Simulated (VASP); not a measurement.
# Si (P6_3/mmc) in VASP: a series of runs

Si is run at these levels: PBE; tasks: single point.

All numbers are computed with VASP 6.6.1; they aren't measurements. Logs are shortened: lines on timing, memory, paths and dates and some standing lists are left out, and cuts for length are marked.

## (1) The cell of the first run

The structure is hexagonal, space group P6_3/mmc (No. 194). The conventional cell has a = 3.957 Å, b = 3.957 Å, c = 6.029 Å, α = 90.00°, β = 90.00°, γ = 120.00°. Within 2.9 Å of Si (site symmetry 3m) lie 4 Si at 2.20 to 2.43 Å.

This isn't the form of Si at room conditions, which is diamond.

## (2) Single point, PBE

File INCAR:

```
PREC = Accurate ; ENCUT = 520
EDIFF = 1E-7 ; ISMEAR = 0
SIGMA = 0.05 ; LREAL = F
LASPH = T ; NELM = 60
ALGO = Normal ; ISIF = 2
LWAVE = F ; LCHARG = F
GGA = PE ; NBANDS = 16
```

File KPOINTS:

```
regular mesh
0
Gamma
  12 12 6
```

File POSCAR:

```
Si
1.0
    3.9567452140      0.0000000000      0.0000000000
   -1.9783726070      3.4266418716      0.0000000000
    0.0000000000      0.0000000000      6.0292883571
Si
4
Direct
    0.3333333333      0.6666666667      0.0676455848
    0.6666666667      0.3333333333      0.5676455848
    0.3333333333      0.6666666667      0.4323544152
    0.6666666667      0.3333333333      0.9323544152
```

Potentials or basis: VASP PAW PBE potentials, release 64 (Si).

Command:

```console
$ cat potpaw_PBE.64/Si/POTCAR > POTCAR
$ mpirun -np 1 vasp_std > vasp.out
```

OUTCAR:

```text
PREC = Accurate
   ENCUT = 520
   EDIFF = 1E-7
   ISMEAR = 0
   LREAL = F
   LASPH = T
   NELM = 60
   ISIF = 2
   GGA = PE

 ion  position               nearest neighbor table
   1  0.333  0.667  0.068-   3 2.20   4 2.43   4 2.43   4 2.43
   2  0.667  0.333  0.568-   4 2.20   3 2.43   3 2.43   3 2.43
   3  0.333  0.667  0.432-   1 2.20   2 2.43   2 2.43   2 2.43
   4  0.667  0.333  0.932-   2 2.20   1 2.43   1 2.43   1 2.43

  LATTYP: Found a hexagonal cell.
 ALAT       =     3.9567452140
 C/A-ratio  =     1.5238000000

  Lattice vectors:

 A1 = (   3.9567452140,   0.0000000000,   0.0000000000)
 A2 = (  -1.9783726070,   3.4266418716,   0.0000000000)
 A3 = (   0.0000000000,   0.0000000000,   6.0292883571)

Analysis of symmetry for initial positions (statically):
=====================================================================
 Subroutine PRICEL returns:
 Original cell was already a primitive cell.

 Routine SETGRP: Setting up the symmetry group for a
 hexagonal supercell.

 Subroutine GETGRP returns: Found 24 space group operations
 (whereof 12 operations were pure point group operations)
 out of a pool of 24 trial point group operations.

The static configuration has the point symmetry D_3d.
 The point group associated with its full space group is D_6h.

Analysis of symmetry for dynamics (positions and initial velocities):
=====================================================================
 Subroutine PRICEL returns:
 Original cell was already a primitive cell.

 Routine SETGRP: Setting up the symmetry group for a
 hexagonal supercell.

 Subroutine GETGRP returns: Found 24 space group operations
 (whereof 12 operations were pure point group operations)
 out of a pool of 24 trial point group operations.

The dynamic configuration has the point symmetry D_3d.
 The point group associated with its full space group is D_6h.

 Subroutine INISYM returns: Found 24 space group operations
 (whereof 12 operations are pure point group operations),
 and found     1 'primitive' translations

----------------------------------------------------------------------------------------

                                     Primitive cell

  volume of cell :      81.7472

  direct lattice vectors                    reciprocal lattice vectors
     3.956745214  0.000000000  0.000000000     0.252732978  0.145915453  0.000000000
    -1.978372607  3.426641872  0.000000000     0.000000000  0.291830905  0.000000000
     0.000000000  0.000000000  6.029288357     0.000000000  0.000000000  0.165857053

  length of vectors
     3.956745214  3.956745214  6.029288357     0.291830905  0.291830905  0.165857053

  position of ions in fractional coordinates (direct lattice)
     0.333333333  0.666666667  0.067645585
     0.666666667  0.333333333  0.567645585
     0.333333333  0.666666667  0.432354415
     0.666666667  0.333333333  0.932354415

  ion indices of the primitive-cell ions
   primitive index   ion index
                 1           1
                 2           2
                 3           3
                 4           4

----------------------------------------------------------------------------------------

 KPOINTS: regular mesh

Automatic generation of k-mesh.
 Grid dimensions read from file:
 generate k-points for:   12   12    6

 Generating k-lattice:

  Cartesian coordinates                     Fractional coordinates (reciprocal lattice)
     0.021061081  0.012159621  0.000000000     0.083333333  0.000000000  0.000000000
     0.000000000  0.024319242  0.000000000     0.000000000  0.083333333  0.000000000
     0.000000000  0.000000000  0.027642842     0.000000000  0.000000000  0.166666667

  Length of vectors
     0.024319242  0.024319242  0.027642842

  Shift w.r.t. Gamma in fractional coordinates (k-lattice)
     0.000000000  0.000000000  0.000000000

 Subroutine IBZKPT returns following result:
 ===========================================

 Found     76 irreducible k-points:

 Following reciprocal coordinates:
            Coordinates               Weight
  0.000000  0.000000  0.000000      1.000000
  0.083333 -0.000000  0.000000      6.000000
  0.166667 -0.000000  0.000000      6.000000
  0.250000 -0.000000  0.000000      6.000000
  0.333333  0.000000  0.000000      6.000000
  0.416667 -0.000000  0.000000      6.000000
[... 16 lines left out ...]
  0.250000 -0.000000  0.166667     12.000000
  0.333333  0.000000  0.166667     12.000000
 [... further k-points ...]
   k-points           NKPTS =     76   k-points in BZ     NKDIM =     76   number of bands    NBANDS=     16
   number of dos      NEDOS =    301   number of ions     NIONS =      4
   total plane-waves  NPLWV =  43200
   dimension x,y,z NGX =    30 NGY =   30 NGZ =   48
   dimension x,y,z NGXF=    60 NGYF=   60 NGZF=   96
   ions per type =               4
   NGX,Y,Z   is equivalent  to a cutoff of  12.60, 12.60, 13.24 a.u.
   NGXF,Y,Z  is equivalent  to a cutoff of  25.21, 25.21, 26.47 a.u.
 SYSTEM =  unknown system
   PREC   = accura    normal or accurate (medium, high low for compatibility)
   ISTART =      0    job   : 0-new  1-cont  2-samecut
   ICHARG =      2    charge: 1-file 2-atom 10-const
   ISPIN  =      1    spin polarized calculation?
   LNONCOLLINEAR =      F non collinear calculations
   LSORBIT =      F    spin-orbit coupling
   LASPH  =      T    aspherical Exc in radial PAW
   ENCUT  =  520.0 eV  38.22 Ry    6.18 a.u.   7.36  7.36 11.21*2*pi/ulx,y,z
   NELM   =     60;   NELMIN=  2; NELMDL= -5     # of ELM steps
   EDIFF  = 0.1E-06   stopping-criterion for ELM
   LREAL  =      F    real-space projection
   EDIFFG = 0.1E-05   stopping-criterion for IOM
   NSW    =      0    number of steps for IOM
   IBRION =     -1    ionic relax: 0-MD 1-quasi-New 2-CG
   NFREE  =      0    steps in history (QN), initial steepest desc. (CG)
   ISIF   =      2    stress and relaxation
   ISYM   =      2    0-nonsym 1-usesym 2-fastsym
   POTIM  = 0.5000    time-step for ionic-motion
   TEBEG  =    0.0;   TEEND  =   0.0 temperature during run
   PSTRESS=    0.0 pullay stress
   NELECT =      16.0000    total number of electrons
   NUPDOWN=      -1.0000    fix difference up-down
   EMIN   =  10.00;   EMAX   =-10.00  energy-range for DOS
   EFERMI =   0.00;   METHOD = LEGACY
   ISMEAR =     0;   SIGMA  =   0.05  broadening in eV -4-tet -1-fermi 0-gaus
   EFERMI_NEDOS =   21; number of points for ismear=-14 and -15
   IALGO  =     38    algorithm
   IMIX   =      4    mixing-type and parameters
     AMIX     =   0.40;   BMIX     =  1.00
     AMIX_MAG =   1.60;   BMIX_MAG =  1.00
  volume/ion in A,a.u.               =      20.44       137.91
  Fermi-wavevector in a.u.,A,eV,Ry     =   0.950511  1.796206 12.292475  0.903471
  Thomas-Fermi vector in A             =   2.078895
   LORBIT       =      0    0 simple, 1 ext, 2 COOP (PROOUT), +10 PAW based schemes
   GGA     = PE    functional components
   LHFCALC =     F    Hartree Fock is set to
   AEXX    =    0.0000 exact exchange contribution
   IVDW    =     0    specifies the selected vdW correction
   LEPSILON=     F    determine dielectric tensor
   LRPA    =     F    only Hartree local field effects (RPA)
 non-spin polarized calculation
 Gauss-broadening in eV      SIGMA  =   0.05
  energy-cutoff  :      520.00
  volume of cell :       81.75
 maximum number of plane-waves:      2243
 NGX is ok and might be reduce to    30

 number of electron      15.9999998 magnetization

 Free energy of the ion-electron system (eV)
  ---------------------------------------------------
  ext. energy  EPLUGINS =         0.00000000
  ---------------------------------------------------
  free energy    TOTEN  =       -21.21752868 eV

  energy without entropy =      -21.21735730  energy(sigma->0) =      -21.21744299

 E-fermi :   6.0476     XC(G=0):  -9.3133

 val. band max:        5.9409514963   @ k =   0.0833  -0.0000   0.0000
 cond. band min:       6.0490092524   @ k =   0.5000  -0.0000   0.0000
 fundamental gap:      0.1080577561
 Fermi energy:         6.0476279520

 k-point     1 :       0.0000    0.0000    0.0000
  band No.  band energies     occupation
      1      -6.2605      2.00000
      2      -3.3006      2.00000
      3      -1.6843      2.00000
      4       3.9892      2.00000
      5       3.9892      2.00000
      6       5.2638      2.00000
[... 8 lines left out ...]
     15      10.2146      0.00000
     16      11.3136      0.00000

 k-point     2 :       0.0833   -0.0000    0.0000
  band No.  band energies     occupation
      1      -6.1874      2.00000
      2      -3.2243      2.00000
      3      -1.6621      2.00000
      4       3.3471      2.00000
      5       3.8406      2.00000
      6       5.0895      2.00000
[... 8 lines left out ...]
     15      10.4977      0.00000
     16      10.9251      0.00000

 k-point     3 :       0.1667   -0.0000    0.0000
  band No.  band energies     occupation
      1      -5.9704      2.00000
      2      -2.9968      2.00000
      3      -1.6246      2.00000
      4       2.2949      2.00000
      5       3.5056      2.00000
      6       4.2507      2.00000
[... 8 lines left out ...]
     15      11.1913      0.00000
     16      11.2354      0.00000

 k-point     4 :       0.2500   -0.0000    0.0000
  band No.  band energies     occupation
      1      -5.6179      2.00000
      2      -2.6248      2.00000
      3      -1.6788      2.00000
      4       1.4178      2.00000
      5       3.0159      2.00000
      6       3.1474      2.00000
[... 8 lines left out ...]
     15      11.5833      0.00000
     16      12.3233      0.00000
[... 324 lines left out ...]
 k-point    22 :       0.1667   -0.0000    0.1667
  band No.  band energies     occupation
      1      -5.8682      2.00000
      2      -3.5691      2.00000
      3      -0.9188      2.00000
      4       2.4275      2.00000
      5       3.5370      2.00000
      6       3.5935      2.00000
[... 8 lines left out ...]
     15      10.9271      0.00000
     16      11.4230      0.00000

 k-point    23 :       0.2500   -0.0000    0.1667
  band No.  band energies     occupation
      1      -5.5170      2.00000
      2      -3.2417      2.00000
      3      -1.0083      2.00000
      4       1.6265      2.00000
      5       2.4591      2.00000
      6       3.2365      2.00000
[... 8 lines left out ...]
     15      11.7275      0.00000
     16      12.0515      0.00000

 k-point    24 :       0.3333    0.0000    0.1667
  band No.  band energies     occupation
      1      -5.0528      2.00000
      2      -2.8686      2.00000
      3      -1.3386      2.00000
      4       1.2712      2.00000
      5       1.4365      2.00000
      6       2.9455      2.00000
[... 8 lines left out ...]
     15      12.6316      0.00000
     16      12.6370      0.00000

 [... further k-points ...]
[... 5 lines left out ...]
  --------------------------------------------------------------------------------------
  -------------------------------------------------------------------------------------
  Total       -3.3265074     -3.3265074      9.4829410     -0.0000000      0.0000000      0.0000000
  in kB      -65.1967907    -65.1967907    185.8577924     -0.0000000      0.0000000      0.0000000
  external PRESSURE =      18.4880703 kB  Pullay stress =       0.0000000 kB

 VOLUME and BASIS-vectors are now :
 -----------------------------------------------------------------------------
  energy-cutoff  :      520.00
  volume of cell :       81.75
      direct lattice vectors                 reciprocal lattice vectors
     3.956745214  0.000000000  0.000000000     0.252732978  0.145915453  0.000000000
    -1.978372607  3.426641872  0.000000000     0.000000000  0.291830905  0.000000000
     0.000000000  0.000000000  6.029288357     0.000000000  0.000000000  0.165857053

 POSITION                                       TOTAL-FORCE (eV/Angst)
 -----------------------------------------------------------------------------------
     -0.00000      2.28443      0.40785         0.000000     -0.000000     -2.096068
      1.97837      1.14221      3.42250         0.000000      0.000000     -2.096068
     -0.00000      2.28443      2.60679        -0.000000     -0.000000      2.096068
      1.97837      1.14221      5.62143        -0.000000      0.000000      2.096068
 -----------------------------------------------------------------------------------
    total drift:                               -0.000000      0.000000     -0.000000

  FREE ENERGIE OF THE ION-ELECTRON SYSTEM (eV)
  ---------------------------------------------------
  free  energy   TOTEN  =       -21.2175286786 eV

  energy  without entropy=      -21.2173573050  energy(sigma->0) =      -21.21744299
```

Run time: 2.2 min. Hardware: 1 thread of Intel Xeon 8259CL, shared host; peak memory 0.23 GiB.

What came out:

```
Free energy            : -21.2175 eV
Pressure               : 1.8 GPa
Largest force          : 2.096 eV/Å
Band gap on the k mesh : zero (bands 8 and 9 overlap by 0.03 eV)
```

Forces in eV/Å, atoms in the order of the input:
```
Si   0.000  0.000 -2.096
Si   0.000  0.000 -2.096
Si   0.000  0.000  2.096
Si   0.000  0.000  2.096
```

Stress tensor (GPa, compression positive):
```
-6.52  0.00  0.00
 0.00 -6.52  0.00
 0.00  0.00 18.59
```

Levels at points of the mesh, in eV from the Fermi level:
```
           k point  band 4  band 5  band 6  band 7  band 8  band 9  band 10  band 11  band 12  band 13
(0.00, 0.00, 0.00)   -2.06   -2.06   -0.78    0.03    0.03    0.07     1.29     1.29     2.77     3.80
(0.50, 0.00, 0.00)   -5.62   -5.02   -3.44   -3.40   -1.27    0.00     2.33     2.35     2.75     5.67
(0.00, 0.00, 0.50)   -4.24   -1.32   -1.32   -1.32   -1.32    1.13     1.13     2.59     2.59     2.59
(0.50, 0.00, 0.50)   -7.28   -2.65   -2.65   -2.47   -2.47    0.71     0.71     1.97     1.97     5.34
```

Caveat: the stress differs along the axes, from -7 to 19 GPa; semilocal functionals underestimate gaps, and a narrow one can read as zero; forces of over 1 eV/Å act on the atoms, so gaps and moduli don't describe the material at rest.

## (3) Single point, PBE

This run uses another cell than the first one, of the same volume but with other edges.

File INCAR:

```
SYSTEM = Si
ALGO = Normal ; EDIFF = 1E-6
ENCUT = 520 ; GGA = PE
ISIF = 2 ; ISMEAR = 0
LASPH = .TRUE. ; LCHARG = .TRUE.
LELF = .TRUE. ; LREAL = .FALSE.
LVHAR = .TRUE. ; LWAVE = .FALSE.
NBANDS = 16 ; NELM = 80
PREC = Accurate ; SIGMA = 0.05
```

File KPOINTS:

```
k-points
0
G
  12 12 6
  0 0 0
```

File POSCAR:

```
Si
1.0
    3.6973121707      0.0000000000      0.0000000000
   -1.8486560853      3.2019662655      0.0000000000
    0.0000000000      0.0000000000      6.9051002099
Si
4
Direct
    0.3333333333      0.6666666667      0.0393645135
    0.6666666667      0.3333333333      0.5393645135
    0.3333333333      0.6666666667      0.4606354865
    0.6666666667      0.3333333333      0.9606354865
```

Potentials or basis: VASP PAW PBE potentials, release 64 (Si).

Command:

```console
$ cat potpaw_PBE.64/Si/POTCAR > POTCAR
$ mpirun -np 1 vasp_std > vasp.out
```

Wall time 1.8 min (1 thread of Intel Xeon 8259CL, shared host); peak memory 0.23 GiB.

The run converged. Its results:

```
Free energy            : -20.0148 eV
Pressure               : 9.5 GPa
Largest force          : 2.208 eV/Å
Band gap on the k mesh : 0.12 eV (least direct gap 0.23 eV)
```

Forces in eV/Å, atoms in the order of the input:
```
Si   0.000  0.000  2.208
Si   0.000  0.000  2.208
Si   0.000  0.000 -2.208
Si   0.000  0.000 -2.208
```

Stress tensor (GPa, compression positive):
```
18.18  0.00  0.00
 0.00 18.18  0.00
 0.00  0.00 -7.90
```

Levels at points of the mesh, in eV from the valence-band top:
| k point | band 5 | band 6 | band 7 | band 8 | band 9 | band 10 | band 11 | band 12 |
| --- | --- | --- | --- | --- | --- | --- | --- | --- |
| (0.00, 0.00, 0.00) | -1.79 | -1.15 | -1.15 | -0.57 | 0.72 | 1.71 | 2.27 | 2.27 |
| (0.50, 0.00, 0.00) | -3.90 | -3.43 | -2.69 | -2.18 | 0.22 | 1.43 | 1.67 | 3.44 |
| (0.00, 0.00, 0.50) | -1.50 | -1.50 | -1.50 | -1.50 | 2.20 | 2.20 | 2.70 | 2.70 |
| (0.50, 0.00, 0.50) | -3.10 | -3.10 | -2.24 | -2.24 | 0.41 | 0.41 | 0.74 | 0.74 |

Caveat: the stress differs along the axes, from -8 to 18 GPa; semilocal functionals underestimate gaps, and a narrow one can read as zero; forces of over 1 eV/Å act on the atoms, so gaps and moduli don't describe the material at rest. A k mesh can miss the band edges.

## (4) Single point, PBE

This run uses another cell than the first one, of the same volume but with other edges.

File INCAR:

```
SYSTEM = Si
PREC = Accurate
ENCUT = 520
EDIFF = 1E-6
ISMEAR = 0
SIGMA = 0.05
LREAL = .FALSE.
LASPH = .TRUE.
NELM = 80
ALGO = Normal
ISIF = 2
LWAVE = .FALSE.
LCHARG = .FALSE.
GGA = PE
NBANDS = 16
```

File KPOINTS:

```
Automatic mesh
0
G
  12 12 6
  0 0 0
```

File POSCAR:

```
Si
1.0
    3.7558710575      0.0000000000      0.0000000000
   -1.8779355288      3.2526797491      0.0000000000
    0.0000000000      0.0000000000      6.6914598761
Si
4
Direct
    0.3333333333      0.6666666667      0.0582185610
    0.6666666667      0.3333333333      0.5582185610
    0.3333333333      0.6666666667      0.4417814390
    0.6666666667      0.3333333333      0.9417814390
```

Command:

```console
$ cat potpaw_PBE.64/Si/POTCAR > POTCAR
$ mpirun -np 1 vasp_std > vasp.out
```

Wall time 94 s (1 thread of Intel Xeon 8259CL, shared host); peak memory 0.22 GiB.

It converged, with:

```
Free energy            : -21.3514 eV
Pressure               : 1.5 GPa
Largest force          : 1.168 eV/Å
Band gap on the k mesh : 0.75 eV (least direct gap 1.08 eV)
```

Forces in eV/Å, atoms in the order of the input:
```
Si   0.000  0.000  1.168
Si   0.000  0.000  1.168
Si   0.000  0.000 -1.168
Si   0.000  0.000 -1.168
```

Stress tensor (GPa, compression positive):
```
 7.09  0.00  0.00
 0.00  7.09  0.00
 0.00  0.00 -9.55
```

Levels at points of the mesh, in eV from the valence-band top:
```
           k point  band 4  band 5  band 6  band 7  band 8  band 9  band 10  band 11  band 12  band 13
(0.00, 0.00, 0.00)   -1.05   -1.05    0.00    0.00    0.00    1.08     1.89     2.62     2.62     3.93
(0.50, 0.00, 0.00)   -6.21   -4.12   -2.67   -2.45   -1.53    0.84     2.31     3.25     3.30     3.89
(0.00, 0.00, 0.50)   -4.16   -0.61   -0.61   -0.61   -0.61    2.45     2.45     3.33     3.33     3.33
(0.50, 0.00, 0.50)   -7.15   -2.28   -2.28   -2.19   -2.19    0.99     0.99     1.62     1.62     5.92
```

Caveat: the stress differs along the axes, from -10 to 7 GPa; semilocal functionals underestimate gaps, and a narrow one can read as zero; forces of over 1 eV/Å act on the atoms, so gaps and moduli don't describe the material at rest.

## (5) Overview

| cell | gap on the mesh (eV) | pressure (GPa) | largest force (eV/Å) |
| --- | --- | --- | --- |
| a = 3.957, b = 3.957, c = 6.029 Å, angles 90.0, 90.0, 120.0°, 4 atoms, atomic positions A | none | 1.8 | 2.10 |
| a = 3.697, b = 3.697, c = 6.905 Å, angles 90.0, 90.0, 120.0°, 4 atoms, atomic positions B | 0.12 | 9.5 | 2.21 |
| a = 3.756, b = 3.756, c = 6.691 Å, angles 90.0, 90.0, 120.0°, 4 atoms, atomic positions C | 0.75 | 1.5 | 1.17 |

Alike in all rows: task single point; level PBE; potentials or basis VASP PAW PBE potentials, release 64 (Si); no spin polarisation; k mesh 12 × 12 × 6; cutoff (eV) 520; smearing gaussian 0.05 eV.

Caveats: semilocal functionals underestimate gaps, and a narrow one can read as zero; forces of over 1 eV/Å act on the atoms, so gaps and moduli don't describe the material at rest; the stress differs along the axes, from -7 to 19 GPa (at least some runs); the stress differs along the axes, from -8 to 18 GPa (at least some runs); the stress differs along the axes, from -10 to 7 GPa (at least some runs).

Total energies depend on the potentials used, so only differences within one code and one set of settings carry meaning.

The gap in the log of VASP goes by the Fermi energy; the results here count the filled bands.